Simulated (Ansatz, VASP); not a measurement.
## BN in VASP and in Ansatz

```xyz
2
Lattice="0.0000 1.7866 1.7866 1.7866 0.0000 1.7866 1.7866 1.7866 0.0000" Properties=species:S:1:pos:R:3 pbc="T T T"
B     0.0000    0.0000    0.0000
N     0.8933    0.8933    0.8933
```

Alike in both runs: task single point; functional r2SCAN; k mesh 10 × 10 × 10; no spin polarisation.

|  | VASP | Ansatz |
| --- | --- | --- |
| version | VASP 6.6.1 | Ansatz 0.2.0 |
| potentials or method | VASP PAW PBE potentials, release 64 (B_h, N_h) | plane waves, PAW |
| plane-wave cutoff (eV) | 910 | 500 |
| occupations | gaussian, width 0.01 eV | fixed |
| valence electrons in the cell | 8 | 8 |

|  | VASP | Ansatz | Ansatz less VASP |
| --- | --- | --- | --- |
| gap on the k mesh at the Fermi level (eV) | 5.04 | 5.04 | +0.005 |

VASP's potentials were made for PBE, not for r2SCAN.

Noted on VASP's run: the cutoff is short for stress, so the pressure is rough.
